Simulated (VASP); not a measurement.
Ta2Si: relaxation of cell and atoms with PBEsol

The system is Ta2Si.

```
Ta Si
1.0
    -3.02765    3.02765    2.48430
     3.02765   -3.02765    2.48430
     3.02765    3.02765   -2.48430
Ta Si
4 2
Direct
  0.66283 0.83717 0.50000
  0.83717 0.33717 0.17433
  0.33717 0.16283 0.50000
  0.16283 0.66283 0.82567
  0.25000 0.25000 0.00000
  0.75000 0.75000 0.00000
```

```yaml
Program: VASP 6.6.1
Task: relaxation of cell and atoms
Functional: PBEsol
Potentials_or_basis: VASP PAW PBE potentials, release 64 (Ta_pv, Si)
Cutoff: 600 eV
k_mesh: 10 × 10 × 10
Occupations: gaussian, width 0.1 eV
Spin: no spin polarisation
Target_pressure: 10 GPa
Dipole_correction: no
Further_INCAR_settings: ALGO = Fast; EDIFF = 1e-06; IBRION = 2; EDIFFG = -0.008; NSW = 70; ISIF = 3
```

```yaml
Relaxed_volume: 15.21 Å³/atom
Relaxed_cell: a = 4.954 Å, b = 4.954 Å, c = 4.954 Å, α = 104.57°, β = 104.57°, γ = 119.80°
Space_group_after_relaxing_to_0.1_Å: I4/mcm (No. 140)
Energy_change_on_relaxing_the_run_minimises_the_enthalpy: -1.8 meV/atom
Ionic_steps: 5
Pressure_after_relaxing: 10.0 GPa
Band_gap_on_the_k_mesh: zero (bands 26 and 27 overlap by 0.83 eV)
```

Step by step:
```
step  energy change (eV)  largest force (eV/Å)  pressure (GPa)  volume (Å³)
   1              0.0000                0.0506           10.54        91.09
   2             -0.0400                0.0180            8.54        91.76
   3             -0.0130                0.0296            9.90        91.29
   4             -0.0126                0.0303            9.95        91.29
   5             -0.0106                0.0014           10.02        91.25
```

Final structure:
```
CELL_PARAMETERS angstrom
-3.03026 3.03026 2.48440
3.03026 -3.03026 2.48440
3.03026 3.03026 -2.48440
ATOMIC_POSITIONS crystal
Ta 0.66260 0.83740 0.50000
Ta 0.83740 0.33740 0.17480
Ta 0.33740 0.16260 0.50000
Ta 0.16260 0.66260 0.82520
Si 0.25000 0.25000 0.00000
Si 0.75000 0.75000 0.00000
```

Levels at points of the mesh, in eV from the Fermi level:
| k point | band 22 | band 23 | band 24 | band 25 | band 26 | band 27 | band 28 | band 29 | band 30 | band 31 |
| --- | --- | --- | --- | --- | --- | --- | --- | --- | --- | --- |
| (0.00, 0.00, 0.00) | -2.59 | -2.59 | -2.07 | 0.21 | 0.22 | 0.95 | 1.37 | 1.37 | 1.65 | 1.65 |
| (0.50, 0.00, 0.00) | -2.15 | -2.09 | -2.09 | -1.03 | -1.03 | 0.69 | 0.69 | 1.99 | 1.99 | 2.93 |
| (0.50, 0.50, 0.00) | -2.30 | -1.97 | -1.46 | -0.25 | 0.02 | 0.07 | 0.66 | 1.42 | 1.90 | 3.39 |
| (0.50, 0.50, 0.50) | -1.58 | -1.13 | -1.10 | -1.07 | -1.07 | -0.28 | 0.16 | 0.71 | 0.71 | 2.88 |

Wall time 7.6 min on 1 thread of AMD EPYC 9R45 96-Core Processor (Zen 5) (shared host), peak memory 0.42 GiB.

Caveat: the cell is relaxed towards a set pressure, so the run minimises the enthalpy, not the energy; the PAW data sets were made with another functional, which shifts forces and pressure a little; spin-orbit coupling is left out, which moves the levels of the heavy elements.
